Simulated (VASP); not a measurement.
Set up this calculation in VASP 6.6.1, as the native input.

| Item | Value |
| --- | --- |
| Task | relaxation of cell and atoms |
| Functional | r2SCAN |
| Potentials or basis | VASP PAW PBE potentials, release 64 (Au) |
| Cutoff | 600 eV |
| k mesh | 12 × 12 × 6 |
| Occupations | gaussian, width 0.1 eV |
| Spin | no spin polarisation |
| Dipole correction | no |
| Further INCAR settings | ALGO = Normal; EDIFF = 1e-06; IBRION = 2; EDIFFG = -0.05; NSW = 80; ISIF = 3 |

Crystal: Au.

```
Au
1.0
     2.58195    0.00000    0.00000
    -1.29097    2.23603    0.00000
     0.00000    0.00000    4.21382
Au
2
Direct
  0.33333 0.66667 0.25000
  0.66667 0.33333 0.75000
```

This isn't the form of Au at room conditions, which is fcc.

The input as run:

POSCAR

```
Au
1.0
    2.5819497763      0.0000000000      0.0000000000
   -1.2909748882      2.2360340976      0.0000000000
    0.0000000000      0.0000000000      4.2138186555
Au
2
Direct
    0.3333333333      0.6666666667      0.2500000000
    0.6666666667      0.3333333333      0.7500000000
```

INCAR.step1

```
PREC = Accurate
ENCUT = 600
ISMEAR = 0
SIGMA = 0.1
LREAL = F
LASPH = T
NELM = 80
GGA = PE
ALGO = Normal
EDIFF = 1E-4
LWAVE = T
LCHARG = F
```

INCAR.step2

```
PREC = Accurate
ENCUT = 600
EDIFF = 1E-6
ISMEAR = 0
SIGMA = 0.1
LREAL = F
LASPH = T
NELM = 80
ALGO = Normal
ISIF = 3
LWAVE = F
LCHARG = F
METAGGA = R2SCAN
LMIXTAU = T
IBRION = 2
NSW = 80
EDIFFG = -0.05
ISTART = 1
```

KPOINTS

```
regular mesh
0
Gamma
  12 12 6
```

Potentials or basis: VASP PAW PBE potentials, release 64 (Au).

Run with:

```sh
$ cat potpaw_PBE.64/Au/POTCAR > POTCAR
$ cp INCAR.step1 INCAR
$ mpirun -np 1 vasp_std > vasp.out
$ cp INCAR.step2 INCAR
$ mpirun -np 1 vasp_std > vasp.out
```

It gave:

```
Relaxed volume                        : 17.66 Å³/atom
Relaxed cell                          : a = 2.888 Å, b = 2.888 Å, c = 4.892 Å, α = 90.00°, β = 90.00°, γ = 120.00°
Space group after relaxing (to 0.1 Å) : P6_3/mmc (No. 194)
Pressure after relaxing               : 0.0 GPa
Band gap on the k mesh                : zero (bands 11 and 12 overlap by 7.13 eV)
```

Caveat: the volume moved by over 15 % at a fixed basis, so the end points are rough; the PAW data sets were made with another functional, which shifts forces and pressure a little; spin-orbit coupling is left out, which moves the levels of the heavy elements.

Wall time 15 min on 1 thread of Intel(R) Xeon(R) 6975P-C (Granite Rapids) (shared host), peak memory 0.2 GiB.
